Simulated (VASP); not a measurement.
# Tl (Fd-3m) in VASP: notebook

Tl is run at these levels: PBE; tasks: single point.

All numbers are computed with VASP 6.6.1; they aren't measurements. Logs are shortened: lines on timing, memory, paths and dates and some standing lists are left out, and cuts for length are marked.

**1. The cell of the first run**

It takes space group Fd-3m (No. 227, cubic). Conventional cell: a = 7.317 Å, b = 7.317 Å, c = 7.317 Å, α = 90.00°, β = 90.00°, γ = 90.00°. Tl (site symmetry -43m) has 4 Tl at 3.17 Å within 4.2 Å.

This isn't the form of Tl at room conditions, which is hcp.

**2. Single point, PBE (48.97 Å³/atom)**

The input, INCAR:

```
  PREC = Accurate
  ENCUT = 520
  EDIFF = 1E-6
  ISMEAR = -1
  SIGMA = 0.1
  LREAL = False
  LASPH = True
  NELM = 100
  ALGO = Normal
  ISIF = 2
  LWAVE = False
  LCHARG = True
  GGA = PE
  LELF = True
  LVHAR = True
  NBANDS = 20
```

The input, KPOINTS:

```
regular mesh
0
Gamma
  13 13 13
```

The input, POSCAR:

```
Tl
1.0
    0.0000000000      3.6586721291      3.6586721291
    3.6586721291      0.0000000000      3.6586721291
    3.6586721291      3.6586721291      0.0000000000
Tl
2
Direct
    0.1250000000      0.1250000000      0.1250000000
    0.8750000000      0.8750000000      0.8750000000
```

Potentials or basis: VASP PAW PBE potentials, release 64 (Tl_d).

Launch:

```bash
$ cat potpaw_PBE.64/Tl_d/POTCAR > POTCAR
$ mpirun -np 1 vasp_std > vasp.out
```

OUTCAR:

```text
PREC = Accurate
   ENCUT = 520
   EDIFF = 1E-6
   ISMEAR = -1
   LREAL = False
   LASPH = True
   NELM = 100
   ISIF = 2
   GGA = PE

 ion  position               nearest neighbor table
   1  0.125  0.125  0.125-   2 3.17   2 3.17   2 3.17   2 3.17
   2  0.875  0.875  0.875-   1 3.17   1 3.17   1 3.17   1 3.17

  LATTYP: Found a face centered cubic cell.
 ALAT       =     7.3173442582

  Lattice vectors:

 A1 = (   0.0000000000,   3.6586721291,   3.6586721291)
 A2 = (   3.6586721291,   0.0000000000,   3.6586721291)
 A3 = (   3.6586721291,   3.6586721291,   0.0000000000)

Analysis of symmetry for initial positions (statically):
=====================================================================
 Subroutine PRICEL returns:
 Original cell was already a primitive cell.

 Routine SETGRP: Setting up the symmetry group for a
 face centered cubic supercell.

 Subroutine GETGRP returns: Found 48 space group operations
 (whereof 12 operations were pure point group operations)
 out of a pool of 48 trial point group operations.

The static configuration has the point symmetry D_3d.
 The point group associated with its full space group is O_h .

Analysis of symmetry for dynamics (positions and initial velocities):
=====================================================================
 Subroutine PRICEL returns:
 Original cell was already a primitive cell.

 Routine SETGRP: Setting up the symmetry group for a
 face centered cubic supercell.

 Subroutine GETGRP returns: Found 48 space group operations
 (whereof 12 operations were pure point group operations)
 out of a pool of 48 trial point group operations.

The dynamic configuration has the point symmetry D_3d.
 The point group associated with its full space group is O_h .

 Subroutine INISYM returns: Found 48 space group operations
 (whereof 12 operations are pure point group operations),
 and found     1 'primitive' translations

----------------------------------------------------------------------------------------

                                     Primitive cell

  volume of cell :      97.9491

  direct lattice vectors                    reciprocal lattice vectors
     0.000000000  3.658672129  3.658672129    -0.136661604  0.136661604  0.136661604
     3.658672129  0.000000000  3.658672129     0.136661604 -0.136661604  0.136661604
     3.658672129  3.658672129  0.000000000     0.136661604  0.136661604 -0.136661604

  length of vectors
     5.174143745  5.174143745  5.174143745     0.236704841  0.236704841  0.236704841

  position of ions in fractional coordinates (direct lattice)
     0.125000000  0.125000000  0.125000000
     0.875000000  0.875000000  0.875000000

  ion indices of the primitive-cell ions
   primitive index   ion index
                 1           1
                 2           2

----------------------------------------------------------------------------------------

 KPOINTS: regular mesh

Automatic generation of k-mesh.
 Grid dimensions read from file:
 generate k-points for:   13   13   13

 Generating k-lattice:

  Cartesian coordinates                     Fractional coordinates (reciprocal lattice)
    -0.010512431  0.010512431  0.010512431     0.076923077  0.000000000  0.000000000
     0.010512431 -0.010512431  0.010512431     0.000000000  0.076923077  0.000000000
     0.010512431  0.010512431 -0.010512431     0.000000000  0.000000000  0.076923077

  Length of vectors
     0.018208065  0.018208065  0.018208065

  Shift w.r.t. Gamma in fractional coordinates (k-lattice)
     0.000000000  0.000000000  0.000000000

 Subroutine IBZKPT returns following result:
 ===========================================

 Found     84 irreducible k-points:

 Following reciprocal coordinates:
            Coordinates               Weight
  0.000000  0.000000  0.000000      1.000000
  0.076923  0.000000  0.000000      8.000000
  0.153846  0.000000  0.000000      8.000000
  0.230769  0.000000  0.000000      8.000000
  0.307692  0.000000  0.000000      8.000000
  0.384615  0.000000  0.000000      8.000000
[... 16 lines left out ...]
  0.384615  0.153846  0.000000     24.000000
  0.461538  0.153846  0.000000     24.000000
 [... further k-points ...]
   k-points           NKPTS =     84   k-points in BZ     NKDIM =     84   number of bands    NBANDS=     20
   number of dos      NEDOS =    301   number of ions     NIONS =      2
   total plane-waves  NPLWV =  64000
   dimension x,y,z NGX =    40 NGY =   40 NGZ =   40
   dimension x,y,z NGXF=    80 NGYF=   80 NGZF=   80
   ions per type =               2
   NGX,Y,Z   is equivalent  to a cutoff of  12.85, 12.85, 12.85 a.u.
   NGXF,Y,Z  is equivalent  to a cutoff of  25.70, 25.70, 25.70 a.u.
 SYSTEM =  unknown system
   PREC   = accura    normal or accurate (medium, high low for compatibility)
   ISTART =      0    job   : 0-new  1-cont  2-samecut
   ICHARG =      2    charge: 1-file 2-atom 10-const
   ISPIN  =      1    spin polarized calculation?
   LNONCOLLINEAR =      F non collinear calculations
   LSORBIT =      F    spin-orbit coupling
   LASPH  =      T    aspherical Exc in radial PAW
   ENCUT  =  520.0 eV  38.22 Ry    6.18 a.u.   9.62  9.62  9.62*2*pi/ulx,y,z
   NELM   =    100;   NELMIN=  2; NELMDL= -5     # of ELM steps
   EDIFF  = 0.1E-05   stopping-criterion for ELM
   LREAL  =      F    real-space projection
   EDIFFG = 0.1E-04   stopping-criterion for IOM
   NSW    =      0    number of steps for IOM
   IBRION =     -1    ionic relax: 0-MD 1-quasi-New 2-CG
   NFREE  =      0    steps in history (QN), initial steepest desc. (CG)
   ISIF   =      2    stress and relaxation
   ISYM   =      2    0-nonsym 1-usesym 2-fastsym
   POTIM  = 0.5000    time-step for ionic-motion
   TEBEG  =    0.0;   TEEND  =   0.0 temperature during run
   PSTRESS=    0.0 pullay stress
   NELECT =      26.0000    total number of electrons
   NUPDOWN=      -1.0000    fix difference up-down
   EMIN   =  10.00;   EMAX   =-10.00  energy-range for DOS
   EFERMI =   0.00;   METHOD = LEGACY
   ISMEAR =    -1;   SIGMA  =   0.10  broadening in eV -4-tet -1-fermi 0-gaus
   EFERMI_NEDOS =   21; number of points for ismear=-14 and -15
   IALGO  =     38    algorithm
   IMIX   =      4    mixing-type and parameters
     AMIX     =   0.40;   BMIX     =  1.00
     AMIX_MAG =   1.60;   BMIX_MAG =  1.00
  volume/ion in A,a.u.               =      48.97       330.50
  Fermi-wavevector in a.u.,A,eV,Ry     =   1.052121  1.988221 15.061093  1.106959
  Thomas-Fermi vector in A             =   2.187191
   LORBIT       =      0    0 simple, 1 ext, 2 COOP (PROOUT), +10 PAW based schemes
   GGA     = PE    functional components
[... 5 lines left out ...]
 non-spin polarized calculation
  energy-cutoff  :      520.00
  volume of cell :       97.95
 maximum number of plane-waves:      2685
   NGX = 19   NGY = 19   NGZ = 19

 number of electron      25.9999995 magnetization

 Free energy of the ion-electron system (eV)
  ---------------------------------------------------
  ext. energy  EPLUGINS =         0.00000000
  ---------------------------------------------------
  free energy    TOTEN  =        -3.71265521 eV

  energy without entropy =       -3.64717436  energy(sigma->0) =       -3.67991478

 E-fermi :   2.2417     XC(G=0):  -7.4985

 val. band max:        2.2256459385   @ k =  -0.4615   0.0769   0.0000
 cond. band min:       2.2440314830   @ k =  -0.3846   0.3846   0.0000
 fundamental gap:      0.0183855445
 Fermi energy:         2.2416839911

 k-point     1 :       0.0000    0.0000    0.0000
  band No.  band energies     occupation
      1      -9.5339      2.00000
      2      -9.5339      2.00000
      3      -9.5339      2.00000
      4      -9.4728      2.00000
      5      -9.4728      2.00000
      6      -9.0628      2.00000
[... 12 lines left out ...]
     19       6.7976      0.00000
     20      10.4525      0.00000

 k-point     2 :       0.0769    0.0000    0.0000
  band No.  band energies     occupation
      1      -9.5415      2.00000
      2      -9.5415      2.00000
      3      -9.5331      2.00000
      4      -9.4624      2.00000
      5      -9.4624      2.00000
      6      -9.0718      2.00000
[... 12 lines left out ...]
     19       7.2585      0.00000
     20      10.1720      0.00000

 k-point     3 :       0.1538    0.0000    0.0000
  band No.  band energies     occupation
      1      -9.5551      2.00000
      2      -9.5551      2.00000
      3      -9.5308      2.00000
      4      -9.4416      2.00000
      5      -9.4416      2.00000
      6      -9.0884      2.00000
[... 12 lines left out ...]
     19       8.0824      0.00000
     20       9.8695      0.00000

 k-point     4 :       0.2308    0.0000    0.0000
  band No.  band energies     occupation
      1      -9.5663      2.00000
      2      -9.5663      2.00000
      3      -9.5275      2.00000
      4      -9.4211      2.00000
      5      -9.4211      2.00000
      6      -9.1036      2.00000
[... 12 lines left out ...]
     19       8.4857      0.00000
     20       9.7940      0.00000

 k-point     5 :       0.3077    0.0000    0.0000
  band No.  band energies     occupation
      1      -9.5734      2.00000
      2      -9.5734      2.00000
      3      -9.5239      2.00000
      4      -9.4057      2.00000
      5      -9.4057      2.00000
      6      -9.1142      2.00000
[... 12 lines left out ...]
     19       8.3648      0.00000
     20      10.0080      0.00000

 k-point     6 :       0.3846    0.0000    0.0000
  band No.  band energies     occupation
      1      -9.5769      2.00000
      2      -9.5769      2.00000
      3      -9.5208      2.00000
      4      -9.3970      2.00000
      5      -9.3970      2.00000
      6      -9.1289      2.00000
[... 12 lines left out ...]
     19       8.5427      0.00000
     20      10.4570      0.00000

 k-point     7 :       0.4615    0.0000    0.0000
  band No.  band energies     occupation
      1      -9.5781      2.00000
      2      -9.5781      2.00000
      3      -9.5191      2.00000
      4      -9.3935      2.00000
      5      -9.3935      2.00000
      6      -9.1371      2.00000
[... 12 lines left out ...]
     19       9.5804      0.00000
     20      10.7770      0.00000
[... 277 lines left out ...]
 k-point    20 :       0.1538    0.1538    0.0000
  band No.  band energies     occupation
      1      -9.5577      2.00000
      2      -9.5487      2.00000
      3      -9.5487      2.00000
      4      -9.4464      2.00000
      5      -9.4081      2.00000
      6      -9.1581      2.00000
[... 12 lines left out ...]
     19       8.3156      0.00000
     20       8.7140      0.00000

 k-point    21 :       0.2308    0.1538    0.0000
  band No.  band energies     occupation
      1      -9.5706      2.00000
      2      -9.5572      2.00000
      3      -9.5441      2.00000
      4      -9.4297      2.00000
      5      -9.3833      2.00000
      6      -9.1887      2.00000
[... 12 lines left out ...]
     19       8.5749      0.00000
     20       9.0002      0.00000

 k-point    22 :       0.3077    0.1538    0.0000
  band No.  band energies     occupation
      1      -9.5859      2.00000
      2      -9.5664      2.00000
      3      -9.5308      2.00000
      4      -9.4104      2.00000
      5      -9.3625      2.00000
      6      -9.2104      2.00000
[... 12 lines left out ...]
     19       8.8795      0.00000
     20       9.6967      0.00000

 k-point    23 :       0.3846    0.1538    0.0000
  band No.  band energies     occupation
      1      -9.5982      2.00000
      2      -9.5743      2.00000
      3      -9.5143      2.00000
      4      -9.3923      2.00000
      5      -9.3515      2.00000
      6      -9.2193      2.00000
[... 12 lines left out ...]
     19       9.2465      0.00000
     20      10.2456      0.00000

 k-point    24 :       0.4615    0.1538    0.0000
  band No.  band energies     occupation
      1      -9.6061      2.00000
      2      -9.5809      2.00000
      3      -9.4980      2.00000
      4      -9.3763      2.00000
      5      -9.3532      2.00000
      6      -9.2145      2.00000
[... 12 lines left out ...]
     19       9.4194      0.00000
     20      10.8764      0.00000

 [... further k-points ...]

------------------------ aborting loop because EDIFF is reached ----------------------------------------

  FORCE on cell =-STRESS in cart. coord.  units (eV):
  Direction    XX          YY          ZZ          XY          YZ          ZX
  --------------------------------------------------------------------------------------
  -------------------------------------------------------------------------------------
  Total       -0.5718492     -0.5718492     -0.5718492      0.0000000      0.0000000      0.0000000
  in kB       -9.3538770     -9.3538770     -9.3538770      0.0000000      0.0000000      0.0000000
  external PRESSURE =      -9.3538770 kB  Pullay stress =       0.0000000 kB

 VOLUME and BASIS-vectors are now :
 -----------------------------------------------------------------------------
  energy-cutoff  :      520.00
  volume of cell :       97.95
      direct lattice vectors                 reciprocal lattice vectors
     0.000000000  3.658672129  3.658672129    -0.136661604  0.136661604  0.136661604
     3.658672129  0.000000000  3.658672129     0.136661604 -0.136661604  0.136661604
     3.658672129  3.658672129  0.000000000     0.136661604  0.136661604 -0.136661604

 POSITION                                       TOTAL-FORCE (eV/Angst)
 -----------------------------------------------------------------------------------
      0.91467      0.91467      0.91467        -0.000000      0.000000      0.000000
      6.40268      6.40268      6.40268         0.000000     -0.000000     -0.000000
 -----------------------------------------------------------------------------------
    total drift:                                0.000000      0.000000     -0.000000

  FREE ENERGIE OF THE ION-ELECTRON SYSTEM (eV)
  ---------------------------------------------------
  free  energy   TOTEN  =        -3.7126552083 eV

  energy  without entropy=       -3.6471743609  energy(sigma->0) =       -3.67991478
```

It took 74 s on 1 thread of Intel Xeon Platinum 8559C (Emerald Rapids), shared host; peak memory 0.31 GiB.

What came out:

* Free energy: -3.7127 eV
* Pressure: -0.9 GPa
* Band gap on the k mesh: zero (bands 13 and 14 overlap by 2.49 eV)

Levels at points of the mesh, in eV from the Fermi level:
```csv
k point,band 10,band 11,band 12,band 13,band 14,band 15,band 16,band 17
"(0.00, 0.00, 0.00)",-11.26,-8.29,-2.04,1.94,1.94,1.94,3.58,3.58
```

Caveat: spin-orbit coupling is left out, which moves the levels of the heavy elements.

**3. Single point, PBE (50.79 Å³/atom)**

This run uses another cell than the first one, of 50.79 Å³/atom.

The input, INCAR:

```
SYSTEM = Tl
PREC     = Accurate       ! precision mode
ENCUT    = 520            ! plane-wave cutoff, eV
EDIFF    = 1E-6           ! SCF threshold, eV
ISMEAR   = -1             ! smearing method
SIGMA    = 0.1            ! smearing width, eV
LREAL    = .FALSE.        ! projectors in reciprocal space
LASPH    = .TRUE.         ! aspherical terms in the spheres
NELM     = 60             ! most SCF steps
ALGO     = Normal         ! electronic algorithm
ISIF     = 2              ! what is computed and relaxed
LWAVE    = .FALSE.        ! write WAVECAR
LCHARG   = .FALSE.        ! write CHGCAR
GGA      = PE             ! functional
NBANDS   = 20             ! bands
```

The input, KPOINTS:

```
regular mesh
0
G
  13 13 13
  0 0 0
```

The input, POSCAR:

```
Tl
1.0
    0.0000000000      3.7032944796      3.7032944796
    3.7032944796      0.0000000000      3.7032944796
    3.7032944796      3.7032944796      0.0000000000
Tl
2
Direct
    0.1250000000      0.1250000000      0.1250000000
    0.8750000000      0.8750000000      0.8750000000
```

Potentials or basis: VASP PAW PBE potentials, release 64 (Tl_d).

Launch:

```bash
$ cat potpaw_PBE.64/Tl_d/POTCAR > POTCAR
$ mpirun -np 1 vasp_std > vasp.out
```

It took 65 s on 1 thread of Intel Xeon Platinum 8559C (Emerald Rapids), shared host; peak memory 0.32 GiB.

It converged, with:

- Free energy: -3.6892 eV
- Pressure: -1.2 GPa
- Band gap on the k mesh: zero (bands 13 and 14 overlap by 2.37 eV)

Levels at points of the mesh, in eV from the Fermi level:
| k point | band 10 | band 11 | band 12 | band 13 | band 14 | band 15 | band 16 | band 17 |
| --- | --- | --- | --- | --- | --- | --- | --- | --- |
| (0.00, 0.00, 0.00) | -11.29 | -8.17 | -2.26 | 1.85 | 1.85 | 1.85 | 3.48 | 3.48 |

Caveat: spin-orbit coupling is left out, which moves the levels of the heavy elements.
